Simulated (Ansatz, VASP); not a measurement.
**Two plane-wave programs on Zr**

```
CELL_PARAMETERS angstrom
-1.29775 1.29775 1.29775
1.29775 -1.29775 1.29775
1.29775 1.29775 -1.29775
ATOMIC_POSITIONS crystal
Zr 0.00000 0.00000 0.00000
```

Change from the starting cell: volume scaled by 0.4, PAW files, partial_waves polarizable.

Alike in both runs: task single point; functional PBEsol; k mesh 15 × 15 × 15; occupations fermi-dirac, width 0.08 eV; no spin polarisation.

|  | VASP | Ansatz |
| --- | --- | --- |
| version | VASP 6.6.1 | Ansatz 0.2.0 |
| potentials or method | VASP PAW PBE potentials, release 64 (Zr_sv) | PAW with Ansatz's default frozen-core files, scalar-relativistic |
| plane-wave cutoff (eV) | 520 | 420 |
| valence electrons in the cell | 12 | 12 |

Ansatz gave:

```
pressure (GPa) : 452.5
```

What did VASP give for the same quantities?

Pressure (GPa): 460.2.

VASP's potentials were made for PBE, not for PBEsol. Both programs put the cell under a high pressure, so it lies far from rest at this level.

Noted on VASP's run: the cell as given lies far from equilibrium.
